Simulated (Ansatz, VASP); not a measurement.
Two plane-wave programs on W

```
W
1.0
     3.18356    0.00000    0.00000
     0.00000    3.18356    0.00000
     0.00000    0.00000   27.73422
W
9
Cartesian
  1.5918 1.5918 7.6674
  0.0000 0.0000 9.0729
  1.5918 1.5918 10.7077
  0.0000 0.0000 12.2794
  1.5918 1.5918 13.8671
  0.0000 0.0000 15.4548
  1.5918 1.5918 17.0265
  0.0000 0.0000 18.6614
  1.5918 1.5918 20.0668
```

Alike in both runs: functional PBE; k mesh 11 × 11 × 1; occupations gaussian, width 0.1 eV; no spin polarisation.

Ansatz relaxed the structure, and its values are those at the end. VASP's run is a single point on that final structure, the one shown.

```csv
,VASP,Ansatz
version,VASP 6.6.1,Ansatz 0.2.0
potentials or method,"VASP PAW PBE potentials, release 64 (W_sv), cutoff 520 eV","scalar-relativistic, plane waves, PAW"
valence electrons in the cell,126,126
```

|  | VASP | Ansatz | Ansatz less VASP |
| --- | --- | --- | --- |
| gap on the k mesh at the Fermi level (eV) | none | none | - |
| rms of the force components (eV/Å) | 0.013 | 0.001 | -0.0127 |

A gap of «none» marks a metal or a gap that the smearing closes. With one functional, cell and mesh, what is left measures potentials, basis and numerics. Ansatz's warnings: vacuum density over bound, xc potential rough in thin density.

Spin-orbit coupling is off throughout.
